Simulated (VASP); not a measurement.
Here is a VASP 6.6.1 calculation.

File POSCAR:

```
Al2Cu
1.0
   -2.0167106632      2.0167106632      2.8319585644
    2.0167106632     -2.0167106632      2.8319585644
    2.0167106632      2.0167106632     -2.8319585644
Cu Al
1 2
Direct
    0.5000000000      0.5000000000      0.0000000000
    0.2500000000      0.7500000000      0.5000000000
    0.7500000000      0.2500000000      0.5000000000
```

Contents of INCAR.step1:

```
PREC = Accurate ; ENCUT = 520
ISMEAR = -1 ; SIGMA = 0.05
LREAL = F ; LASPH = T
NELM = 100 ; NBANDS = 16
GGA = PE ; ALGO = Normal
EDIFF = 1E-4 ; LWAVE = T
LCHARG = F
```

The input INCAR.step2:

```
PREC = Accurate ; ENCUT = 520
EDIFF = 1E-6 ; ISMEAR = -1
SIGMA = 0.05 ; LREAL = F
LASPH = T ; NELM = 100
ALGO = Normal ; ISIF = 2
LWAVE = F ; LCHARG = T
METAGGA = R2SCAN ; LMIXTAU = T
LELF = T ; LVHAR = T
NBANDS = 16 ; ISTART = 1
```

KPOINTS

```
regular mesh
0
Gamma
  9 9 9
```

Potentials or basis: VASP PAW PBE potentials, release 64 (Cu, Al).

The run is started by

```bash
$ cat potpaw_PBE.64/Cu/POTCAR potpaw_PBE.64/Al/POTCAR > POTCAR
$ cp INCAR.step1 INCAR
$ mpirun -np 1 vasp_std > vasp.out
$ cp INCAR.step2 INCAR
$ mpirun -np 1 vasp_std > vasp.out
```

Question: What does it give for the pressure?

Answer: 2.4 GPa.

Stress tensor (GPa, compression positive):
```
2.38 0.00 0.00
0.00 2.38 0.00
0.00 0.00 2.54
```

Caveat: the PAW data sets were made with another functional, which shifts forces and pressure a little.
